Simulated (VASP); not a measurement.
# TiSn2Te3 (P4mm) in VASP: notebook, part 2 of 3

VASP 6.6.1. Earlier steps stand in the parts before.

### Step 3. Relaxation of cell and atoms, PBE

This run uses another cell than the first one, of 30.71 Å³/atom.

INCAR

```
ALGO     = Normal         # electronic algorithm
EDIFF    = 1E-6           # SCF threshold, eV
EDIFFG   = -0.04          # ionic threshold
ENCUT    = 600            # plane-wave cutoff, eV
GGA      = PE             # functional
IBRION   = 2              # ionic algorithm
ISIF     = 3              # what is computed and relaxed
ISMEAR   = 0              # smearing method
LASPH    = T              # aspherical terms in the spheres
LCHARG   = F              # write CHGCAR
LREAL    = F              # projectors in reciprocal space
LWAVE    = F              # write WAVECAR
NELM     = 60             # most SCF steps
NSW      = 90             # ionic steps
PREC     = Accurate       # precision mode
SIGMA    = 0.1            # smearing width, eV
```

KPOINTS

```
k-points
0
Gamma
  4 4 2
```

POSCAR

```
TiSn2Te3
1.0
    4.5293177400      0.0000000000      0.0000000000
    0.0000000000      4.5293177400      0.0000000000
    0.0000000000      0.0000000000      8.9812175400
Ti Sn Te
1 2 3
Direct
    0.5000000000      0.5000000000      0.5751519100
    0.5000000000      0.0000000000      0.8689425400
    0.0000000000      0.5000000000      0.8689425400
    0.5000000000      0.5000000000      0.1293622600
    0.5000000000      0.0000000000      0.5787805200
    0.0000000000      0.5000000000      0.5787805200
```

Potentials or basis: VASP PAW PBE potentials, release 64 (Ti_sv, Sn_d, Te).

Run with:

```sh
$ cat potpaw_PBE.64/Ti_sv/POTCAR potpaw_PBE.64/Sn_d/POTCAR potpaw_PBE.64/Te/POTCAR > POTCAR
$ mpirun -np 1 vasp_std > vasp.out
```

OUTCAR:

```text
EDIFF = 1E-6
   EDIFFG = -0.04
   ENCUT = 600
   GGA = PE
   IBRION = 2
   ISIF = 3
   ISMEAR = 0
   LASPH = T
   LREAL = F
   NELM = 60
   NSW = 90
   PREC = Accurate

 ion  position               nearest neighbor table
   1  0.500  0.500  0.575-   5 2.26   6 2.26   5 2.26   6 2.26
   2  0.500  0.000  0.869-   5 2.61   3 3.20   3 3.20   3 3.20   3 3.20   4 3.26   4 3.26
   3  0.000  0.500  0.869-   6 2.61   2 3.20   2 3.20   2 3.20   2 3.20   4 3.26   4 3.26
   4  0.500  0.500  0.129-   2 3.26   3 3.26   2 3.26   3 3.26
   5  0.500  0.000  0.579-   1 2.26   1 2.26   2 2.61   6 3.20   6 3.20   6 3.20   6 3.20
   6  0.000  0.500  0.579-   1 2.26   1 2.26   3 2.61   5 3.20   5 3.20   5 3.20   5 3.20

  LATTYP: Found a simple tetragonal cell.
 ALAT       =     4.5293177400
 C/A-ratio  =     1.9829073727

  Lattice vectors:

 A1 = (   4.5293177400,   0.0000000000,   0.0000000000)
 A2 = (   0.0000000000,   4.5293177400,   0.0000000000)
 A3 = (   0.0000000000,   0.0000000000,   8.9812175400)

Analysis of symmetry for initial positions (statically):
=====================================================================
 Subroutine PRICEL returns:
 Original cell was already a primitive cell.

 Routine SETGRP: Setting up the symmetry group for a
 simple tetragonal supercell.

 Subroutine GETGRP returns: Found  8 space group operations
 (whereof  8 operations were pure point group operations)
 out of a pool of 16 trial point group operations.

The static configuration has the point symmetry C_4v.

Analysis of symmetry for dynamics (positions and initial velocities):
=====================================================================
 Subroutine PRICEL returns:
[... 268 lines left out ...]

  energy  without entropy=      -23.5506059343  energy(sigma->0) =      -23.57872632

 E-fermi :   5.5513     XC(G=0):  -8.7485

 val. band max:        5.5464453642   @ k =   0.5000   0.0000   0.0000
 cond. band min:       5.5564557590   @ k =   0.5000   0.0000   0.5000
 fundamental gap:      0.0100103949
 Fermi energy:         5.5513356466

 k-point     1 :       0.0000    0.0000    0.0000
  band No.  band energies     occupation
      1     -52.1354      2.00000
      2     -28.4763      2.00000
      3     -28.4763      2.00000
      4     -28.3257      2.00000
      5     -16.2966      2.00000
      6     -16.2644      2.00000
[... 433 lines left out ...]
     33       6.6262      0.00000
     34       7.0800      0.00000

[... ionic steps 4 to 26 ...]

--------------------------------------- Ionic step       27  -------------------------------------------

 number of electron      58.0000013 magnetization

------------------------ aborting loop because EDIFF is reached ----------------------------------------
[... 75 lines left out ...]
--------------------------------------- Ionic step       29  -------------------------------------------

 number of electron      58.0000011 magnetization

 Free energy of the ion-electron system (eV)
  ---------------------------------------------------
  ext. energy  EPLUGINS =         0.00000000
  ---------------------------------------------------
  free energy    TOTEN  =       -25.28327540 eV

  energy without entropy =      -25.27804965  energy(sigma->0) =      -25.28066252

 E-fermi :   4.8790     XC(G=0):  -8.5595

 val. band max:        4.7156750245   @ k =   0.0000   0.0000   0.5000
 cond. band min:       4.8888459466   @ k =   0.5000   0.0000   0.0000
 fundamental gap:      0.1731709221
 Fermi energy:         4.8790390288

 k-point     1 :       0.0000    0.0000    0.0000
  band No.  band energies     occupation
      1     -52.7086      2.00000
      2     -29.0083      2.00000
      3     -29.0083      2.00000
      4     -28.9633      2.00000
      5     -16.9505      2.00000
      6     -16.9485      2.00000
[... 466 lines left out ...]
  FREE ENERGIE OF THE ION-ELECTRON SYSTEM (eV)
  ---------------------------------------------------
  free  energy   TOTEN  =       -25.2832753985 eV

  energy  without entropy=      -25.2780496496  energy(sigma->0) =      -25.28066252

 reached required accuracy - stopping structural energy minimisation
```

OSZICAR:

```text
N       E                     dE             d eps       ncg     rms          rms(c)
DAV:   1     0.651645259135E+03    0.65165E+03   -0.29746E+04   816   0.213E+03
DAV:   2     0.775643396889E+02   -0.57408E+03   -0.56791E+03   816   0.567E+02
DAV:   3    -0.108137987448E+02   -0.88378E+02   -0.86847E+02  1188   0.195E+02
[... 382 lines left out ...]
DAV:   2    -0.252834144620E+02   -0.56829E-03   -0.73363E-03  1226   0.559E-01    0.783E-02
DAV:   3    -0.252833227615E+02    0.91701E-04   -0.12800E-03  1026   0.182E-01    0.529E-02
DAV:   4    -0.252832861938E+02    0.36568E-04   -0.14135E-04  1028   0.721E-02    0.253E-02
DAV:   5    -0.252832761981E+02    0.99957E-05   -0.36648E-05  1240   0.436E-02    0.919E-03
DAV:   6    -0.252832753985E+02    0.79953E-06   -0.51002E-06   996   0.138E-02
  29 F= -.25283275E+02 E0= -.25280663E+02  d E =-.289324E-03
```

Wall time 32 min (1 thread of Intel Xeon Platinum 8259CL at 2.50GHz (Skylake/Cascade Lake), shared host); peak memory 0.37 GiB.

What came out:

* Free energy: -25.2833 eV
* Relaxed volume: 35.81 Å³/atom
* Relaxed cell: a = 5.437 Å, b = 5.437 Å, c = 7.267 Å, α = 90.00°, β = 90.00°, γ = 90.00°
* Space group after relaxing (to 0.1 Å): P4mm (No. 99)
* Energy gained by relaxing: 1087.2 meV/atom
* Ionic steps: 29
* Pressure after relaxing: 0.0 GPa
* Largest force after relaxing: 0.020 eV/Å
* Band gap on the k mesh: zero (bands 29 and 30 overlap by 0.80 eV)

Forces on the atoms (eV/Å):
```
Ti   0.000  0.000 -0.016
Sn   0.000  0.000  0.009
Sn   0.000  0.000  0.009
Te   0.000  0.000 -0.020
Te   0.000  0.000  0.009
Te   0.000  0.000  0.009
```

Step by step:
```
step  energy change (eV)  largest force (eV/Å)  pressure (GPa)  volume (Å³)
   1              0.0000                3.7908           22.73       184.25
   2             -3.5704                1.4006           -4.82       325.44
   3             -4.8468                0.8731           -0.75       258.84
   4             -5.0543                0.8030           -0.56       253.84
   5             -5.4411                0.7469            0.55       238.08
   6             -5.3189                1.8647            5.03       202.93
   7             -5.4767                1.2549            2.51       217.05
   8             -5.6095                0.9412            1.78       218.32
   9             -5.8227                0.8657           -0.09       221.82
  10             -5.8389                0.8954           -0.59       222.88
  11             -5.8731                0.9449           -0.57       221.54
  12             -5.9765                1.0851           -0.40       217.50
  13             -6.1168                0.9153            0.35       209.26
  14             -6.1868                0.6922            0.31       208.95
  15             -6.2154                0.3662            0.41       208.61
  16             -6.2958                0.5194            0.03       210.58
  17             -6.3553                0.7542           -0.44       214.36
  18             -6.4295                0.5848           -0.06       213.52
  19             -6.4726                0.6612            0.54       212.41
  20             -6.4735                0.7237            0.66       212.20
  21             -6.5081                0.2783           -0.14       216.97
  22             -6.5089                0.2114           -0.27       217.83
  23             -6.5147                0.1630            0.00       216.16
  24             -6.5155                0.1537            0.18       215.16
  25             -6.5198                0.1036            0.05       215.39
  26             -6.5211                0.1012           -0.09       215.62
  27             -6.5229                0.0490           -0.01       214.89
  28             -6.5229                0.0494            0.02       214.76
  29             -6.5232                0.0200           -0.04       214.85
```

Final structure:
```
CELL_PARAMETERS angstrom
5.43749 0.00000 0.00000
0.00000 5.43749 0.00000
0.00000 0.00000 7.26671
ATOMIC_POSITIONS crystal
Ti 0.50000 0.50000 0.52177
Sn 0.50000 0.00000 0.92941
Sn 0.00000 0.50000 0.92941
Te 0.50000 0.50000 0.15539
Te 0.50000 0.00000 0.53199
Te 0.00000 0.50000 0.53199
```

Levels at points of the mesh, in eV from the Fermi level:
```
           k point  band 26  band 27  band 28  band 29  band 30  band 31  band 32  band 33
(0.00, 0.00, 0.00)    -2.34    -0.81    -0.81    -0.53    -0.53    -0.17     0.88     1.02
(0.50, 0.00, 0.00)    -2.20    -1.96    -0.45     0.01     0.21     0.32     0.56     0.80
(0.50, 0.50, 0.00)    -1.69    -0.53     0.26     0.26     0.41     0.74     0.74     1.21
(0.00, 0.00, 0.50)    -1.45    -0.53    -0.53    -0.16     0.16     0.16     0.82     0.83
(0.50, 0.00, 0.50)    -2.10    -1.72    -1.69     0.17     0.25     0.39     0.94     1.07
(0.50, 0.50, 0.50)    -1.95    -1.85    -1.85     0.18     0.44     1.16     1.31     1.31
```

Caveat: the volume moved by over 15 % at a fixed basis, so the end points are rough; spin-orbit coupling is left out, which moves the levels of the heavy elements.

(Part 2 of 3 ends here.)
